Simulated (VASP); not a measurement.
# SnO2 (P6_3/mmc) in VASP: single point with PBE+D3(BJ)

Aim: the single point of SnO2 with PBE+D3(BJ).

All numbers are computed with VASP 6.6.1; they aren't measurements. Logs are shortened: lines on timing, memory, paths and dates and some standing lists are left out, and cuts for length are marked.

### Step 1. The cell of the first run

Symmetry: P6_3/mmc, No. 194, hexagonal system. The conventional cell has a = 3.292 Å, b = 3.292 Å, c = 10.595 Å, α = 90.00°, β = 90.00°, γ = 120.00°. Sn (site symmetry -3m) has 6 O at 2.17 Å within 2.9 Å. O (site symmetry 3m) has 3 Sn at 2.17 Å and 3 O at 2.82 Å within 2.9 Å.

### Step 2. Single point, PBE+D3(BJ)

Input file INCAR:

```
SYSTEM = SnO2
ALGO = Normal
EDIFF = 1E-6
ENCUT = 520
GGA = PE
ISIF = 2
ISMEAR = 0
IVDW = 12
LASPH = .True.
LCHARG = .False.
LREAL = .False.
LWAVE = .False.
NBANDS = 35
NELM = 80
PREC = Accurate
SIGMA = 0.05
```

Input file KPOINTS:

```
k-points
0
Gamma
  12 12 4
  0 0 0
```

Input file POSCAR:

```
SnO2
1.0
    3.2915730852      0.0000000000      0.0000000000
   -1.6457865426      2.8505859103      0.0000000000
    0.0000000000      0.0000000000     10.5950939857
Sn O
2 4
Direct
    0.0000000000      0.0000000000      0.5000000000
    0.0000000000      0.0000000000      0.0000000000
    0.6666666667      0.3333333333      0.4018520904
    0.6666666667      0.3333333333      0.0981479096
    0.3333333333      0.6666666667      0.5981479096
    0.3333333333      0.6666666667      0.9018520904
```

Potentials or basis: VASP PAW PBE potentials, release 64 (Sn_d, O).

The run is started by

```sh
$ cat potpaw_PBE.64/Sn_d/POTCAR potpaw_PBE.64/O/POTCAR > POTCAR
$ mpirun -np 1 vasp_std > vasp.out
```

OUTCAR:

```text
SYSTEM = SnO2
   EDIFF = 1E-6
   ENCUT = 520
   GGA = PE
   ISIF = 2
   ISMEAR = 0
   IVDW = 12
   LASPH = .True.
   LREAL = .False.
   NELM = 80
   PREC = Accurate
 IVDW          = 12

 ion  position               nearest neighbor table
   1  0.000  0.000  0.500-   3 2.17   5 2.17   3 2.17   5 2.17   3 2.17   5 2.17
   2  0.000  0.000  0.000-   4 2.17   6 2.17   4 2.17   6 2.17   4 2.17   6 2.17
   3  0.667  0.333  0.402-   1 2.17   1 2.17   1 2.17
   4  0.667  0.333  0.098-   2 2.17   2 2.17   2 2.17
   5  0.333  0.667  0.598-   1 2.17   1 2.17   1 2.17
   6  0.333  0.667  0.902-   2 2.17   2 2.17   2 2.17

  LATTYP: Found a hexagonal cell.
 ALAT       =     3.2915730852
 C/A-ratio  =     3.2188542413

  Lattice vectors:

 A1 = (   3.2915730852,   0.0000000000,   0.0000000000)
 A2 = (  -1.6457865426,   2.8505859103,   0.0000000000)
 A3 = (   0.0000000000,   0.0000000000,  10.5950939857)

Analysis of symmetry for initial positions (statically):
=====================================================================
 Subroutine PRICEL returns:
 Original cell was already a primitive cell.

 Routine SETGRP: Setting up the symmetry group for a
 hexagonal supercell.

 Subroutine GETGRP returns: Found 24 space group operations
 (whereof 12 operations were pure point group operations)
 out of a pool of 24 trial point group operations.

The static configuration has the point symmetry D_3d.
 The point group associated with its full space group is D_6h.

Analysis of symmetry for dynamics (positions and initial velocities):
=====================================================================
 Subroutine PRICEL returns:
 Original cell was already a primitive cell.

 Routine SETGRP: Setting up the symmetry group for a
 hexagonal supercell.

 Subroutine GETGRP returns: Found 24 space group operations
 (whereof 12 operations were pure point group operations)
 out of a pool of 24 trial point group operations.

The dynamic configuration has the point symmetry D_3d.
 The point group associated with its full space group is D_6h.

 Subroutine INISYM returns: Found 24 space group operations
 (whereof 12 operations are pure point group operations),
 and found     1 'primitive' translations

----------------------------------------------------------------------------------------

                                     Primitive cell

  volume of cell :      99.4128

  direct lattice vectors                    reciprocal lattice vectors
     3.291573085  0.000000000  0.000000000     0.303806106  0.175402537  0.000000000
    -1.645786543  2.850585910  0.000000000     0.000000000  0.350805074  0.000000000
     0.000000000  0.000000000 10.595093986     0.000000000  0.000000000  0.094383306

  length of vectors
     3.291573085  3.291573085 10.595093986     0.350805074  0.350805074  0.094383306

  position of ions in fractional coordinates (direct lattice)
     0.000000000  0.000000000  0.500000000
     0.000000000  0.000000000  0.000000000
     0.666666667  0.333333333  0.401852090
     0.666666667  0.333333333  0.098147910
     0.333333333  0.666666667  0.598147910
     0.333333333  0.666666667  0.901852090

  ion indices of the primitive-cell ions
   primitive index   ion index
                 1           1
                 2           2
                 3           3
                 4           4
                 5           5
                 6           6

----------------------------------------------------------------------------------------

 KPOINTS: k-points

Automatic generation of k-mesh.
 Grid dimensions read from file:
 generate k-points for:   12   12    4

 Generating k-lattice:

  Cartesian coordinates                     Fractional coordinates (reciprocal lattice)
     0.025317175  0.014616878  0.000000000     0.083333333  0.000000000  0.000000000
     0.000000000  0.029233756  0.000000000     0.000000000  0.083333333  0.000000000
     0.000000000  0.000000000  0.023595827     0.000000000  0.000000000  0.250000000

  Length of vectors
     0.029233756  0.029233756  0.023595827

  Shift w.r.t. Gamma in fractional coordinates (k-lattice)
     0.000000000  0.000000000  0.000000000

 Subroutine IBZKPT returns following result:
 ===========================================

 Found     57 irreducible k-points:

 Following reciprocal coordinates:
            Coordinates               Weight
  0.000000  0.000000  0.000000      1.000000
  0.083333  0.000000  0.000000      6.000000
  0.166667  0.000000  0.000000      6.000000
  0.250000  0.000000  0.000000      6.000000
  0.333333  0.000000  0.000000      6.000000
  0.416667  0.000000  0.000000      6.000000
[... 16 lines left out ...]
  0.250000  0.000000  0.250000     12.000000
  0.333333  0.000000  0.250000     12.000000
 [... further k-points ...]
   k-points           NKPTS =     57   k-points in BZ     NKDIM =     57   number of bands    NBANDS=     35
   number of dos      NEDOS =    301   number of ions     NIONS =      6
   total plane-waves  NPLWV =  46080
   dimension x,y,z NGX =    24 NGY =   24 NGZ =   80
   dimension x,y,z NGXF=    48 NGYF=   48 NGZF=  160
   ions per type =               2   4
   NGX,Y,Z   is equivalent  to a cutoff of  12.12, 12.12, 12.55 a.u.
   NGXF,Y,Z  is equivalent  to a cutoff of  24.24, 24.24, 25.11 a.u.
 SYSTEM =  SnO2
   PREC   = accura    normal or accurate (medium, high low for compatibility)
   ISTART =      0    job   : 0-new  1-cont  2-samecut
   ICHARG =      2    charge: 1-file 2-atom 10-const
   ISPIN  =      1    spin polarized calculation?
   LNONCOLLINEAR =      F non collinear calculations
   LSORBIT =      F    spin-orbit coupling
   LASPH  =      T    aspherical Exc in radial PAW
   ENCUT  =  520.0 eV  38.22 Ry    6.18 a.u.   6.12  6.12 19.70*2*pi/ulx,y,z
   NELM   =     80;   NELMIN=  2; NELMDL= -5     # of ELM steps
   EDIFF  = 0.1E-05   stopping-criterion for ELM
   LREAL  =      F    real-space projection
   EDIFFG = 0.1E-04   stopping-criterion for IOM
   NSW    =      0    number of steps for IOM
   IBRION =     -1    ionic relax: 0-MD 1-quasi-New 2-CG
   NFREE  =      0    steps in history (QN), initial steepest desc. (CG)
   ISIF   =      2    stress and relaxation
   ISYM   =      2    0-nonsym 1-usesym 2-fastsym
   POTIM  = 0.5000    time-step for ionic-motion
   TEBEG  =    0.0;   TEEND  =   0.0 temperature during run
   PSTRESS=    0.0 pullay stress
   NELECT =      52.0000    total number of electrons
   NUPDOWN=      -1.0000    fix difference up-down
   EMIN   =  10.00;   EMAX   =-10.00  energy-range for DOS
   EFERMI =   0.00;   METHOD = LEGACY
   ISMEAR =     0;   SIGMA  =   0.05  broadening in eV -4-tet -1-fermi 0-gaus
   EFERMI_NEDOS =   21; number of points for ismear=-14 and -15
   IALGO  =     38    algorithm
   IMIX   =      4    mixing-type and parameters
     AMIX     =   0.40;   BMIX     =  1.00
     AMIX_MAG =   1.60;   BMIX_MAG =  1.00
  volume/ion in A,a.u.               =      16.57       111.81
  Fermi-wavevector in a.u.,A,eV,Ry     =   1.319052  2.492646 23.672739  1.739897
  Thomas-Fermi vector in A             =   2.448977
   LORBIT       =      0    0 simple, 1 ext, 2 COOP (PROOUT), +10 PAW based schemes
   GGA     = PE    functional components
   LHFCALC =     F    Hartree Fock is set to
   AEXX    =    0.0000 exact exchange contribution
   IVDW    =    12    specifies the selected vdW correction
   LEPSILON=     F    determine dielectric tensor
   LRPA    =     F    only Hartree local field effects (RPA)
 non-spin polarized calculation
 Gauss-broadening in eV      SIGMA  =   0.05
  energy-cutoff  :      520.00
  volume of cell :       99.41
 maximum number of plane-waves:      2706
   NGX = 13   NGY = 13   NGZ = 39

 number of electron      52.0000027 magnetization

 Free energy of the ion-electron system (eV)
  ---------------------------------------------------
  ext. energy  EPLUGINS =         0.00000000
  ---------------------------------------------------
  free energy    TOTEN  =       -36.20776359 eV

  energy without entropy =      -36.20776359  energy(sigma->0) =      -36.20776359

 E-fermi :   2.3549     XC(G=0):  -9.1819

 val. band max:        2.0563053326   @ k =   0.2500   0.1667   0.0000
 cond. band min:       3.7005487727   @ k =   0.0000   0.0000   0.0000
 fundamental gap:      1.6442434401
 Fermi energy:         2.3548722044

 k-point     1 :       0.0000    0.0000    0.0000
  band No.  band energies     occupation
      1     -18.0626      2.00000
      2     -18.0621      2.00000
      3     -17.9056      2.00000
      4     -17.9056      2.00000
      5     -17.9056      2.00000
      6     -17.9056      2.00000
[... 27 lines left out ...]
     34      12.5998      0.00000
     35      12.6097      0.00000

 k-point     2 :       0.0833    0.0000    0.0000
  band No.  band energies     occupation
      1     -18.0458      2.00000
      2     -18.0453      2.00000
      3     -17.9465      2.00000
      4     -17.9461      2.00000
      5     -17.8942      2.00000
      6     -17.8942      2.00000
[... 27 lines left out ...]
     34      12.7251      0.00000
     35      12.7423      0.00000

 k-point     3 :       0.1667    0.0000    0.0000
  band No.  band energies     occupation
      1     -18.0859      2.00000
      2     -18.0847      2.00000
      3     -17.9774      2.00000
      4     -17.9769      2.00000
      5     -17.8679      2.00000
      6     -17.8678      2.00000
[... 27 lines left out ...]
     34      13.0290      0.00000
     35      13.0570      0.00000
[... 723 lines left out ...]
 k-point    23 :       0.2500    0.0000    0.2500
  band No.  band energies     occupation
      1     -18.2392      2.00000
      2     -18.2376      2.00000
      3     -17.9238      2.00000
      4     -17.9234      2.00000
      5     -17.8493      2.00000
      6     -17.8492      2.00000
[... 27 lines left out ...]
     34      13.3677      0.00000
     35      13.3989      0.00000

 k-point    24 :       0.3333    0.0000    0.2500
  band No.  band energies     occupation
      1     -18.3845      2.00000
      2     -18.3826      2.00000
      3     -17.8961      2.00000
      4     -17.8958      2.00000
      5     -17.8473      2.00000
      6     -17.8473      2.00000
[... 27 lines left out ...]
     34      13.6883      0.00000
     35      13.7093      0.00000

 [... further k-points ...]

------------------------ aborting loop because EDIFF is reached ----------------------------------------

 Edisp (eV)   -0.91316

 E8    (eV) :    -0.3571

  FORCE on cell =-STRESS in cart. coord.  units (eV):
  Direction    XX          YY          ZZ          XY          YZ          ZX
  --------------------------------------------------------------------------------------
  -------------------------------------------------------------------------------------
  Total      -5.93440    -5.93440    -3.02188     0.00000     0.00000     0.00000
  in kB     -95.64122   -95.64122   -48.70182     0.00000     0.00000     0.00000
  external pressure =      -79.99 kB  Pullay stress =        0.00 kB

 VOLUME and BASIS-vectors are now :
 -----------------------------------------------------------------------------
  energy-cutoff  :      520.00
  volume of cell :       99.41
      direct lattice vectors                 reciprocal lattice vectors
     3.291573085  0.000000000  0.000000000     0.303806106  0.175402537  0.000000000
    -1.645786543  2.850585910  0.000000000     0.000000000  0.350805074  0.000000000
     0.000000000  0.000000000 10.595093986     0.000000000  0.000000000  0.094383306

 POSITION                                       TOTAL-FORCE (eV/Angst)
 -----------------------------------------------------------------------------------
      0.00000      0.00000      5.29755         0.000000      0.000000      0.000000
      0.00000      0.00000      0.00000         0.000000      0.000000      0.000000
      1.64579      0.95020      4.25766        -0.000000     -0.000000      0.663644
      1.64579      0.95020      1.03989         0.000000     -0.000000     -0.663644
     -0.00000      1.90039      6.33743        -0.000000      0.000000     -0.663644
     -0.00000      1.90039      9.55521        -0.000000      0.000000      0.663644
 -----------------------------------------------------------------------------------
    total drift:                                0.000000     -0.000000     -0.000000

  FREE ENERGIE OF THE ION-ELECTRON SYSTEM (eV)
  ---------------------------------------------------
  free  energy   TOTEN  =       -37.1209278032 eV

  energy  without entropy=      -37.1209278032  energy(sigma->0) =      -37.12092780
```

Wall time 2.2 min (1 thread of Intel Xeon Platinum 8488C (Sapphire Rapids), shared host); peak memory 0.3 GiB.

Results:

```
Free energy                : -37.1209 eV
Pressure                   : -8.0 GPa
Largest force              : 0.664 eV/Å
Band gap on the k mesh     : 1.64 eV (least direct gap 1.92 eV)
Dispersion energy per atom : -0.152 eV
```

Forces on the atoms (eV/Å):
```
Sn   0.000  0.000  0.000
Sn   0.000  0.000  0.000
O    0.000  0.000  0.664
O    0.000  0.000 -0.664
O    0.000  0.000 -0.664
O    0.000  0.000  0.664
```

Caveat: the cell stands under tension; spin-orbit coupling is left out, which moves the levels of the heavy elements. A k mesh can miss the band edges.
